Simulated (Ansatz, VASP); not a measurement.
# CsCaBr3 in VASP and in Ansatz

```
CELL_PARAMETERS angstrom
5.70867 0.00000 0.00000
0.00000 5.79430 0.00000
0.00000 0.00000 5.70867
ATOMIC_POSITIONS crystal
Cs 0.00000 0.00000 0.00000
Ca 0.50000 0.50000 0.50000
Br 0.50000 0.00000 0.50000
Br 0.00000 0.50000 0.50000
Br 0.50000 0.50000 0.00000
```

Change from the starting cell: strain +0.0150 x Voigt [0, 1, 0, 0, 0, 0], atoms carried along.

Alike in both runs: task single point; functional LDA; k mesh 4 × 4 × 4; occupations gaussian, width 0.05 eV; no spin polarisation.

|  | VASP | Ansatz |
| --- | --- | --- |
| version | VASP 6.6.1 | Ansatz 0.2.0 |
| potentials or method | VASP PAW LDA potentials, release 64 (Cs_sv, Ca_sv, Br), cutoff 520 eV | scalar-relativistic, plane waves, PAW |
| valence electrons in the cell | 40 | 40 |

VASP gave:

```
gap on the k mesh at the Fermi level (eV)                     : 4.03
least direct gap on the mesh (eV)                             : 4.30
pressure (GPa)                                                : -2.2
traceless stress, the component that is largest in VASP (GPa) : -0.31
```

Which values does Ansatz return?

gap on the k mesh at the Fermi level (eV): 4.02; least direct gap on the mesh (eV): 4.29; pressure (GPa): -2.3; traceless stress, the component that is largest in VASP (GPa): -0.30.

LDA's correlation is that of Perdew and Zunger in VASP and of Perdew and Wang (1992) in Ansatz.

Spin-orbit coupling is off throughout.
